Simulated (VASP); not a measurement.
Ru, 2 atoms in the cell. It takes space group P6_3/mmc (No. 194, hexagonal). Conventional cell: a = 2.678 Å, b = 2.678 Å, c = 4.218 Å, α = 90.00°, β = 90.00°, γ = 120.00°. Within 3.4 Å of Ru (site symmetry -6m2) lie 12 Ru at 2.61 to 2.68 Å. 

| Item | Value |
| --- | --- |
| Program | VASP 6.6.1 |
| Task | single point |
| Functional | LDA |
| Potentials or basis | VASP PAW LDA potentials, release 64 (Ru_pv) |
| Cutoff | 520 eV |
| k mesh | 13 × 13 × 8 |
| Occupations | fermi-dirac, width 0.03 eV |
| Spin | no spin polarisation |
| Dipole correction | no |
| Further INCAR settings | ALGO = Normal; EDIFF = 1e-06; NBANDS = 21 |

Potentials or basis: VASP PAW LDA potentials, release 64 (Ru_pv).

Run with:

```sh
$ cat potpaw_LDA.64/Ru_pv/POTCAR > POTCAR
$ mpirun -np 1 vasp_std > vasp.out
```

Hardware: 1 thread of Intel(R) Xeon(R) 6975P-C (Granite Rapids), with other jobs on the host.

Estimate the wall time of this run.

Run time: 15 s on 1 thread of Intel(R) Xeon(R) 6975P-C (Granite Rapids) (shared host), peak memory 0.16 GiB. Counts: scf iterations 11, k points 105.
